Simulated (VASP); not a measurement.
Na, 1 atom in the cell. Symmetry: Im-3m, No. 229, cubic system. Conventional cell: a = 4.057 Å, b = 4.057 Å, c = 4.057 Å, α = 90.00°, β = 90.00°, γ = 90.00°. Na (site symmetry m-3m) has 14 Na at 3.51 to 4.06 Å within 4.6 Å. 

| Property | Result |
| --- | --- |
| Program | VASP 6.6.1 |
| Task | single point |
| Functional | LDA |
| Potentials or basis | VASP PAW LDA potentials, release 64 (Na_pv) |
| Cutoff | 520 eV |
| k mesh | 11 × 11 × 11 |
| Occupations | fermi-dirac, width 0.6 eV |
| Spin | no spin polarisation |
| Dipole correction | no |
| Further INCAR settings | ALGO = Normal; EDIFF = 1e-06; NBANDS = 10 |

Potentials or basis: VASP PAW LDA potentials, release 64 (Na_pv).

The run is started by

```sh
$ cat potpaw_LDA.64/Na_pv/POTCAR > POTCAR
$ mpirun -np 1 vasp_std > vasp.out
```

Hardware: 1 thread of Intel(R) Xeon(R) Platinum 8488C (Sapphire Rapids), with other jobs on the host.

Task: Estimate the wall time of this run.

Result: Run time: 8.6 s on 1 thread of Intel(R) Xeon(R) Platinum 8488C (Sapphire Rapids) (shared host), peak memory 0.13 GiB. Counts: scf iterations 9, k points 56.
